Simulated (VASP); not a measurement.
Set up this calculation in VASP 6.6.1, as the native input.

| Property | Result |
| --- | --- |
| Task | single point |
| Functional | PBE |
| Potentials or basis | VASP PAW PBE potentials, release 64 (Al, H) |
| Cutoff | 520 eV |
| k mesh | 6 × 6 × 2 |
| Occupations | gaussian, width 0.2 eV |
| Spin | no spin polarisation |
| Dipole correction | no |
| Further INCAR settings | ALGO = Normal; EDIFF = 1e-06; NBANDS = 14 |

The structure of Al3H2 lies in POSCAR:

```
Al3H2
1.0
    2.8018180584      0.0000000000      0.0000000000
   -1.4009090292      2.4264456154      0.0000000000
    0.0000000000      0.0000000000     11.5921046542
Al H
3 2
Direct
    0.6666666667      0.3333333333      0.7920358888
    0.3333333333      0.6666666667      0.2079641112
    0.0000000000      0.0000000000      0.0000000000
    0.0000000000      0.0000000000      0.4675957870
    0.0000000000      0.0000000000      0.5324042130
```

These files were run (other wordings do the same):

INCAR

```
PREC = Accurate ; ENCUT = 520
EDIFF = 1E-6 ; ISMEAR = 0
SIGMA = 0.2 ; LREAL = False
LASPH = True ; NELM = 100
ALGO = Normal ; ISIF = 2
LWAVE = False ; LCHARG = True
GGA = PE ; LELF = True
LVHAR = True ; NBANDS = 14
```

KPOINTS

```
Automatic mesh
0
Gamma
  6 6 2
```

Potentials or basis: VASP PAW PBE potentials, release 64 (Al, H).

The run is started by

```console
$ cat potpaw_PBE.64/Al/POTCAR potpaw_PBE.64/H/POTCAR > POTCAR
$ mpirun -np 1 vasp_std > vasp.out
```

It gave:

```
Pressure               : 0.0 GPa
Largest force          : 0.018 eV/Å
Band gap on the k mesh : zero (an odd number of electrons rules out a gap without spin polarisation)
```

Caveat: the k points lie up to 0.43 Å⁻¹ apart, too coarse for converged energies and pressures of a metal.

Run time: 8.9 s on 1 thread of Intel(R) Xeon(R) 6975P-C (Granite Rapids), on a shared host, peak memory 0.21 GiB.
